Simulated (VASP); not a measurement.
# Al2Pt (Fm-3m) in VASP: notebook

The runs below take Al2Pt through single point, with PBE.

All numbers are computed with VASP 6.6.1; they aren't measurements. Logs are shortened: lines on timing, memory, paths and dates and some standing lists are left out, and cuts for length are marked.

## 1. The cell of the first run

Symmetry: Fm-3m, No. 225, cubic system. Conventional cell: a = 5.930 Å, b = 5.930 Å, c = 5.930 Å, α = 90.00°, β = 90.00°, γ = 90.00°. Al (site symmetry -43m) has 4 Pt at 2.57 Å and 6 Al at 2.96 Å within 3.4 Å. Pt (site symmetry m-3m) has 8 Al at 2.57 Å within 3.4 Å.

## 2. Single point, PBE

Input file INCAR:

```
PREC = Accurate ; ENCUT = 520
EDIFF = 1E-6 ; ISMEAR = 0
SIGMA = 0.05 ; LREAL = F
LASPH = T ; NELM = 60
ALGO = Normal ; ISIF = 2
LWAVE = F ; LCHARG = F
GGA = PE ; NBANDS = 15
```

Input file KPOINTS:

```
Automatic mesh
0
Gamma
  10 10 10
```

Input file POSCAR:

```
Al2Pt
1.0
    0.0000000000      2.9648173479      2.9648173479
    2.9648173479      0.0000000000      2.9648173479
    2.9648173479      2.9648173479      0.0000000000
Al Pt
2 1
Direct
    0.2500000000      0.2500000000      0.2500000000
    0.7500000000      0.7500000000      0.7500000000
    0.0000000000      0.0000000000      0.0000000000
```

Potentials or basis: VASP PAW PBE potentials, release 64 (Al, Pt).

On the command line:

```bash
cat potpaw_PBE.64/Al/POTCAR potpaw_PBE.64/Pt/POTCAR > POTCAR
mpirun -np 1 vasp_std > vasp.out
```

OUTCAR:

```text
PREC = Accurate
   ENCUT = 520
   EDIFF = 1E-6
   ISMEAR = 0
   LREAL = F
   LASPH = T
   NELM = 60
   ISIF = 2
   GGA = PE

 ion  position               nearest neighbor table
   1  0.250  0.250  0.250-   3 2.57   3 2.57   3 2.57   3 2.57   2 2.96   2 2.96   2 2.96   2 2.96
                             2 2.96   2 2.96
   2  0.750  0.750  0.750-   3 2.57   3 2.57   3 2.57   3 2.57   1 2.96   1 2.96   1 2.96   1 2.96
                             1 2.96   1 2.96
   3  0.000  0.000  0.000-   2 2.57   2 2.57   2 2.57   1 2.57   1 2.57   1 2.57   2 2.57   1 2.57

  LATTYP: Found a face centered cubic cell.
 ALAT       =     5.9296346958

  Lattice vectors:

 A1 = (   0.0000000000,   2.9648173479,   2.9648173479)
 A2 = (   2.9648173479,   0.0000000000,   2.9648173479)
 A3 = (   2.9648173479,   2.9648173479,   0.0000000000)

Analysis of symmetry for initial positions (statically):
=====================================================================
 Subroutine PRICEL returns:
 Original cell was already a primitive cell.

 Routine SETGRP: Setting up the symmetry group for a
 face centered cubic supercell.

 Subroutine GETGRP returns: Found 48 space group operations
 (whereof 48 operations were pure point group operations)
 out of a pool of 48 trial point group operations.

The static configuration has the point symmetry O_h .

Analysis of symmetry for dynamics (positions and initial velocities):
=====================================================================
 Subroutine PRICEL returns:
 Original cell was already a primitive cell.

 Routine SETGRP: Setting up the symmetry group for a
 face centered cubic supercell.

 Subroutine GETGRP returns: Found 48 space group operations
 (whereof 48 operations were pure point group operations)
 out of a pool of 48 trial point group operations.

The dynamic configuration has the point symmetry O_h .

 Subroutine INISYM returns: Found 48 space group operations
 (whereof 48 operations are pure point group operations),
 and found     1 'primitive' translations

----------------------------------------------------------------------------------------

                                     Primitive cell

  volume of cell :      52.1223

  direct lattice vectors                    reciprocal lattice vectors
     0.000000000  2.964817348  2.964817348    -0.168644453  0.168644453  0.168644453
     2.964817348  0.000000000  2.964817348     0.168644453 -0.168644453  0.168644453
     2.964817348  2.964817348  0.000000000     0.168644453  0.168644453 -0.168644453

  length of vectors
     4.192884903  4.192884903  4.192884903     0.292100761  0.292100761  0.292100761

  position of ions in fractional coordinates (direct lattice)
     0.250000000  0.250000000  0.250000000
     0.750000000  0.750000000  0.750000000
     0.000000000  0.000000000  0.000000000

  ion indices of the primitive-cell ions
   primitive index   ion index
                 1           1
                 2           2
                 3           3

----------------------------------------------------------------------------------------

 KPOINTS: Automatic mesh

Automatic generation of k-mesh.
 Grid dimensions read from file:
 generate k-points for:   10   10   10

 Generating k-lattice:

  Cartesian coordinates                     Fractional coordinates (reciprocal lattice)
    -0.016864445  0.016864445  0.016864445     0.100000000  0.000000000  0.000000000
     0.016864445 -0.016864445  0.016864445     0.000000000  0.100000000  0.000000000
     0.016864445  0.016864445 -0.016864445     0.000000000  0.000000000  0.100000000

  Length of vectors
     0.029210076  0.029210076  0.029210076

  Shift w.r.t. Gamma in fractional coordinates (k-lattice)
     0.000000000  0.000000000  0.000000000

 Subroutine IBZKPT returns following result:
 ===========================================

 Found     47 irreducible k-points:

 Following reciprocal coordinates:
            Coordinates               Weight
  0.000000  0.000000  0.000000      1.000000
  0.100000  0.000000  0.000000      8.000000
  0.200000  0.000000  0.000000      8.000000
  0.300000  0.000000  0.000000      8.000000
  0.400000  0.000000  0.000000      8.000000
  0.500000  0.000000  0.000000      4.000000
[... 16 lines left out ...]
  0.300000  0.300000  0.000000      6.000000
  0.400000  0.300000  0.000000     24.000000
 [... further k-points ...]
   k-points           NKPTS =     47   k-points in BZ     NKDIM =     47   number of bands    NBANDS=     15
   number of dos      NEDOS =    301   number of ions     NIONS =      3
   total plane-waves  NPLWV =  32768
   dimension x,y,z NGX =    32 NGY =   32 NGZ =   32
   dimension x,y,z NGXF=    64 NGYF=   64 NGZF=   64
   ions per type =               2   1
   NGX,Y,Z   is equivalent  to a cutoff of  12.69, 12.69, 12.69 a.u.
   NGXF,Y,Z  is equivalent  to a cutoff of  25.38, 25.38, 25.38 a.u.
 SYSTEM =  unknown system
   PREC   = accura    normal or accurate (medium, high low for compatibility)
   ISTART =      0    job   : 0-new  1-cont  2-samecut
   ICHARG =      2    charge: 1-file 2-atom 10-const
   ISPIN  =      1    spin polarized calculation?
   LNONCOLLINEAR =      F non collinear calculations
   LSORBIT =      F    spin-orbit coupling
   LASPH  =      T    aspherical Exc in radial PAW
   ENCUT  =  520.0 eV  38.22 Ry    6.18 a.u.   7.80  7.80  7.80*2*pi/ulx,y,z
   NELM   =     60;   NELMIN=  2; NELMDL= -5     # of ELM steps
   EDIFF  = 0.1E-05   stopping-criterion for ELM
   LREAL  =      F    real-space projection
   EDIFFG = 0.1E-04   stopping-criterion for IOM
   NSW    =      0    number of steps for IOM
   IBRION =     -1    ionic relax: 0-MD 1-quasi-New 2-CG
   NFREE  =      0    steps in history (QN), initial steepest desc. (CG)
   ISIF   =      2    stress and relaxation
   ISYM   =      2    0-nonsym 1-usesym 2-fastsym
   POTIM  = 0.5000    time-step for ionic-motion
   TEBEG  =    0.0;   TEEND  =   0.0 temperature during run
   PSTRESS=    0.0 pullay stress
   NELECT =      16.0000    total number of electrons
   NUPDOWN=      -1.0000    fix difference up-down
   EMIN   =  10.00;   EMAX   =-10.00  energy-range for DOS
   EFERMI =   0.00;   METHOD = LEGACY
   ISMEAR =     0;   SIGMA  =   0.05  broadening in eV -4-tet -1-fermi 0-gaus
   EFERMI_NEDOS =   21; number of points for ismear=-14 and -15
   IALGO  =     38    algorithm
   IMIX   =      4    mixing-type and parameters
     AMIX     =   0.40;   BMIX     =  1.00
     AMIX_MAG =   1.60;   BMIX_MAG =  1.00
  volume/ion in A,a.u.               =      17.37       117.25
  Fermi-wavevector in a.u.,A,eV,Ry     =   1.104350  2.086920 16.593526  1.219590
  Thomas-Fermi vector in A             =   2.240822
   LORBIT       =      0    0 simple, 1 ext, 2 COOP (PROOUT), +10 PAW based schemes
   GGA     = PE    functional components
   LHFCALC =     F    Hartree Fock is set to
   AEXX    =    0.0000 exact exchange contribution
   IVDW    =     0    specifies the selected vdW correction
   LEPSILON=     F    determine dielectric tensor
   LRPA    =     F    only Hartree local field effects (RPA)
 non-spin polarized calculation
 Gauss-broadening in eV      SIGMA  =   0.05
  energy-cutoff  :      520.00
  volume of cell :       52.12
 maximum number of plane-waves:      1422
   NGX = 15   NGY = 15   NGZ = 15

 number of electron      16.0000000 magnetization

 Free energy of the ion-electron system (eV)
  ---------------------------------------------------
  ext. energy  EPLUGINS =         0.00000000
  ---------------------------------------------------
  free energy    TOTEN  =       -16.25969297 eV

  energy without entropy =      -16.25796465  energy(sigma->0) =      -16.25882881

 E-fermi :   7.7449     XC(G=0): -10.6578

 val. band max:        7.7333923303   @ k =   0.5000   0.3000   0.1000
 cond. band min:       7.8722879272   @ k =   0.2000   0.0000   0.0000
 fundamental gap:      0.1388955968
 Fermi energy:         7.7449494613

 k-point     1 :       0.0000    0.0000    0.0000
  band No.  band energies     occupation
      1      -2.3756      2.00000
      2       2.7840      2.00000
      3       2.7840      2.00000
      4       2.7840      2.00000
      5       4.1289      2.00000
      6       4.1289      2.00000
      7      10.6625      0.00000
      8      11.5984      0.00000
      9      11.5984      0.00000
     10      11.5984      0.00000
     11      13.1371      0.00000
     12      13.1371      0.00000
     13      13.1371      0.00000
     14      14.0837      0.00000
     15      14.0837      0.00000

 k-point     2 :       0.1000    0.0000    0.0000
  band No.  band energies     occupation
      1      -2.2390      2.00000
      2       2.7014      2.00000
      3       2.8298      2.00000
      4       2.8298      2.00000
      5       4.1131      2.00000
      6       4.1131      2.00000
      7       9.9254      0.00000
      8      10.9404      0.00000
      9      11.2075      0.00000
     10      11.2075      0.00000
     11      13.5764      0.00000
     12      13.5764      0.00000
     13      13.7719      0.00000
     14      13.8301      0.00000
     15      13.8301      0.00000

 k-point     3 :       0.2000    0.0000    0.0000
  band No.  band energies     occupation
      1      -1.8387      2.00000
      2       2.4905      2.00000
      3       2.9411      2.00000
      4       2.9411      2.00000
      5       4.0972      2.00000
      6       4.0972      2.00000
      7       7.8723      0.00032
      8      10.4523      0.00000
      9      10.4523      0.00000
     10      11.2961      0.00000
     11      13.3449      0.00000
     12      13.3937      0.00000
     13      13.3937      0.00000
     14      14.5191      0.00000
     15      14.5191      0.00000

 k-point     4 :       0.3000    0.0000    0.0000
  band No.  band energies     occupation
      1      -1.2128      2.00000
      2       2.2191      2.00000
      3       3.0475      2.00000
      4       3.0475      2.00000
      5       4.1496      2.00000
      6       4.1496      2.00000
      7       6.0233      2.00000
      8       9.6587      0.00000
      9       9.6587      0.00000
     10      11.5711      0.00000
     11      13.0575      0.00000
     12      13.0971      0.00000
     13      13.0971      0.00000
     14      15.6555      0.00000
     15      15.6555      0.00000
[... 307 lines left out ...]
 k-point    22 :      -0.2000    0.2000    0.0000
  band No.  band energies     occupation
      1      -0.9840      2.00000
      2       2.1844      2.00000
      3       3.0093      2.00000
      4       3.2209      2.00000
      5       3.8868      2.00000
      6       4.3236      2.00000
      7       6.2744      2.00000
      8       7.4126      2.00000
      9       9.9496      0.00000
     10      11.8918      0.00000
     11      12.8730      0.00000
     12      13.3006      0.00000
     13      14.4764      0.00000
     14      14.5717      0.00000
     15      15.8644      0.00000

 k-point    23 :       0.3000    0.3000    0.0000
  band No.  band energies     occupation
      1      -0.7664      2.00000
      2       2.0685      2.00000
      3       3.3936      2.00000
      4       3.3936      2.00000
      5       3.4148      2.00000
      6       4.4395      2.00000
      7       6.7538      2.00000
      8       7.6643      1.97745
      9       7.6643      1.97745
     10      10.7991      0.00000
     11      11.4113      0.00000
     12      15.8907      0.00000
     13      15.8907      0.00000
     14      16.0412      0.00000
     15      16.3024      0.00000

 k-point    24 :       0.4000    0.3000    0.0000
  band No.  band energies     occupation
      1      -0.1419      2.00000
      2       1.9306      2.00000
      3       3.1053      2.00000
      4       3.5650      2.00000
      5       3.7439      2.00000
      6       4.4923      2.00000
      7       5.4505      2.00000
      8       7.1444      2.00000
      9       7.2046      2.00000
     10      10.9699      0.00000
     11      11.6267      0.00000
     12      15.3011      0.00000
     13      16.0438      0.00000
     14      16.7172      0.00000
     15      17.4272      0.00000

 [... further k-points ...]
[... 5 lines left out ...]
  --------------------------------------------------------------------------------------
  -------------------------------------------------------------------------------------
  Total        0.3095422      0.3095422      0.3095422      0.0000000     -0.0000000      0.0000000
  in kB        9.5149520      9.5149520      9.5149520      0.0000000     -0.0000000      0.0000000
  external PRESSURE =       9.5149520 kB  Pullay stress =       0.0000000 kB

 VOLUME and BASIS-vectors are now :
 -----------------------------------------------------------------------------
  energy-cutoff  :      520.00
  volume of cell :       52.12
      direct lattice vectors                 reciprocal lattice vectors
     0.000000000  2.964817348  2.964817348    -0.168644453  0.168644453  0.168644453
     2.964817348  0.000000000  2.964817348     0.168644453 -0.168644453  0.168644453
     2.964817348  2.964817348  0.000000000     0.168644453  0.168644453 -0.168644453

 POSITION                                       TOTAL-FORCE (eV/Angst)
 -----------------------------------------------------------------------------------
      1.48241      1.48241      1.48241         0.000000      0.000000     -0.000000
      4.44723      4.44723      4.44723        -0.000000     -0.000000      0.000000
      0.00000      0.00000      0.00000        -0.000000     -0.000000     -0.000000
 -----------------------------------------------------------------------------------
    total drift:                                0.000000     -0.000000      0.000000

  FREE ENERGIE OF THE ION-ELECTRON SYSTEM (eV)
  ---------------------------------------------------
  free  energy   TOTEN  =       -16.2596929747 eV

  energy  without entropy=      -16.2579646490  energy(sigma->0) =      -16.25882881
```

Run time: 15 s. Hardware: 1 thread of Intel Xeon Platinum 8488C (Sapphire Rapids), shared host; peak memory 0.19 GiB.

What came out:

```yaml
Free_energy: -16.2597 eV
Pressure: 1.0 GPa
Band_gap_on_the_k_mesh: zero (band 8 reaches 11.60 eV, above the bottom of band 9 at 6.20 eV)
```

Levels at points of the mesh, in eV from the Fermi level:
```csv
k point,band 4,band 5,band 6,band 7,band 8,band 9,band 10,band 11,band 12,band 13
"(0.00, 0.00, 0.00)",-4.96,-3.62,-3.62,2.92,3.85,3.85,3.85,5.39,5.39,5.39
"(0.50, 0.00, 0.00)",-4.64,-3.63,-3.40,-3.40,1.05,1.05,3.79,5.15,5.15,5.32
"(0.50, 0.50, 0.00)",-3.70,-3.70,-3.34,-3.13,-1.55,-1.55,3.11,3.41,8.10,10.72
```

Caveat: spin-orbit coupling is left out, which moves the levels of the heavy elements.

## 3. Single point, PBE

This run uses another cell than the first one, of 17.50 Å³/atom, 1.007 times its volume.

Input file INCAR:

```
PREC     = Accurate       # precision mode
ENCUT    = 520            # plane-wave cutoff, eV
EDIFF    = 1E-6           # SCF threshold, eV
ISMEAR   = 0              # smearing method
SIGMA    = 0.05           # smearing width, eV
LREAL    = F              # projectors in reciprocal space
LASPH    = T              # aspherical terms in the spheres
NELM     = 100            # most SCF steps
ALGO     = Normal         # electronic algorithm
ISIF     = 2              # what is computed and relaxed
LWAVE    = F              # write WAVECAR
LCHARG   = T              # write CHGCAR
GGA      = PE             # functional
LELF     = T              # ELF
LVHAR    = T            
NBANDS   = 15             # bands
```

KPOINTS is that of step 2.

Input file POSCAR:

```
Al2Pt
1.0
    0.0000000000      2.9721228399      2.9721228399
    2.9721228399      0.0000000000      2.9721228399
    2.9721228399      2.9721228399      0.0000000000
Al Pt
2 1
Direct
    0.2500000000      0.2500000000      0.2500000000
    0.7500000000      0.7500000000      0.7500000000
    0.0000000000      0.0000000000      0.0000000000
```

Potentials or basis: VASP PAW PBE potentials, release 64 (Al, Pt).

On the command line:

```bash
cat potpaw_PBE.64/Al/POTCAR potpaw_PBE.64/Pt/POTCAR > POTCAR
mpirun -np 1 vasp_std > vasp.out
```

Wall time 16 s (1 thread of Intel Xeon Platinum 8488C (Sapphire Rapids), shared host); peak memory 0.19 GiB.

It converged, with:

```
Free energy            : -16.2609 eV
Pressure               : 0.0 GPa
Band gap on the k mesh : zero (band 8 reaches 11.51 eV, above the bottom of band 9 at 6.12 eV)
```

Levels at points of the mesh, in eV from the Fermi level:
```
           k point  band 6  band 7  band 8  band 9  band 10  band 11
(0.00, 0.00, 0.00)   -3.59    2.86    3.85    3.85     3.85     5.35
(0.50, 0.00, 0.00)   -3.37   -3.37    1.05    1.05     3.77     5.12
(0.50, 0.50, 0.00)   -3.32   -3.10   -1.53   -1.53     3.06     3.40
```

Caveat: spin-orbit coupling is left out, which moves the levels of the heavy elements.
